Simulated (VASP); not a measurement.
Write the native input for VASP 6.6.1 that does the following.

- Task: single point
- Functional: LDA
- Potentials or basis: VASP PAW LDA potentials, release 64 (Ti_sv, Ga_d)
- Cutoff: 500 eV
- k mesh: 6 × 6 × 6
- Occupations: gaussian, width 0.5 eV
- Spin: no spin polarisation
- Dipole correction: no
- Further INCAR settings: ALGO = Normal; EDIFF = 1e-06; NBANDS = 32

The structure of Ti3Ga lies in POSCAR:

```
Ti3Ga
1.0
    0.0000000000      3.1977420000      3.1977420000
    3.1977420000      0.0000000000      3.1977420000
    3.1977420000      3.1977420000      0.0000000000
Ti Ga
3 1
Direct
    0.7500000000      0.7500000000      0.7500000000
    0.2500000000      0.2500000000      0.2500000000
    0.0000000000      0.0000000000      0.0000000000
    0.5000000000      0.5000000000      0.5000000000
```

The input as run:

INCAR

```
SYSTEM = Ti3Ga
ALGO     = Normal         ! electronic algorithm
EDIFF    = 1E-6           ! SCF threshold, eV
ENCUT    = 500            ! plane-wave cutoff, eV
GGA      = CA             ! functional
GGA_COMPAT= .False.      
ISIF     = 2              ! what is computed and relaxed
ISMEAR   = 0              ! smearing method
LASPH    = .True.         ! aspherical terms in the spheres
LCHARG   = .False.        ! write CHGCAR
LREAL    = .False.        ! projectors in reciprocal space
LWAVE    = .False.        ! write WAVECAR
NBANDS   = 32             ! bands
NELM     = 120            ! most SCF steps
PREC     = Accurate       ! precision mode
SIGMA    = 0.5            ! smearing width, eV
```

KPOINTS

```
k-points
0
Gamma
  6 6 6
  0 0 0
```

Potentials or basis: VASP PAW LDA potentials, release 64 (Ti_sv, Ga_d).

The run is started by

```bash
$ cat potpaw_LDA.64/Ti_sv/POTCAR potpaw_LDA.64/Ga_d/POTCAR > POTCAR
$ mpirun -np 1 vasp_std > vasp.out
```

Results of the run:

The pressure is -7.7 GPa. The band gap on the k mesh is zero (an odd number of electrons rules out a gap without spin polarisation).

Caveat: the cell stands under tension; so wide a smearing shifts energies and pressures.

It took 40 s on 1 thread of Intel(R) Xeon(R) Platinum 8488C (Sapphire Rapids), with other jobs on the host, peak memory 0.18 GiB.
